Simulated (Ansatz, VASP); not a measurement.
**One calculation of PdI, two programs**

INCAR

```
PREC = Accurate
ENCUT = 500
EDIFF = 1E-6
ISMEAR = 0
SIGMA = 0.1
LREAL = False
LASPH = True
NELM = 120
ALGO = Normal
ISIF = 2
LWAVE = False
LCHARG = False
GGA = PE
NBANDS = 16
GGA_COMPAT = False
```

The input KPOINTS:

```
regular mesh
0
Gamma
  6 6 4
```

The input POSCAR:

```
PdI
1.0
    3.5651757486      0.0000000000      0.0000000000
    0.0000000000      3.5651757486      0.0000000000
    0.0000000000      0.0000000000      4.6729267848
Pd I
1 1
Direct
    0.5000000000      0.5000000000      0.5000000000
    0.0000000000      0.0000000000      0.0000000000
```

Input for Ansatz:

```yaml
crystal:
  lattice:
    - [3.5651757486, 0.0, 0.0]
    - [0.0, 3.5651757486, 0.0]
    - [0.0, 0.0, 4.6729267848]
  atoms:
    - { symbol: Pd, position: [0.5, 0.5, 0.5] }
    - { symbol: I, position: [0.0, 0.0, 0.0] }
basis:
  ecutwfc: 420
kpoints:
  mp_grid: { grid: [6, 6, 4] }
hamiltonian:
  xc: pbe
scf:
  occupations: { method: gaussian, width: 0.1 }
  lower_state_search: "off"
output:
  forces: true
  stress: true
  eigenvalues: true
```

Alike in both runs: task single point; functional PBE; k mesh 6 × 6 × 4; occupations gaussian, width 0.1 eV; no spin polarisation.

|  | VASP | Ansatz |
| --- | --- | --- |
| version | VASP 6.6.1 | Ansatz 0.2.0 |
| potentials or method | VASP PAW PBE potentials, release 64 (Pd, I), cutoff 500 eV | scalar-relativistic, plane waves, PAW |
| valence electrons in the cell | 17 | 35 |

```tsv
	VASP	Ansatz	Ansatz less VASP
gap on the k mesh at the Fermi level (eV)	none	none	-
pressure (GPa)	-7.5	-7.5	+0.04
traceless stress, the component that is largest in VASP (GPa)	-3.11	-3.10	+0.006
```

A gap of «none» marks a metal or a gap that the smearing closes. VASP's potentials hold 17 valence electrons a cell and Ansatz's 35, so a difference there can come from the potentials and not from the codes.

Neither program's run includes spin-orbit coupling.
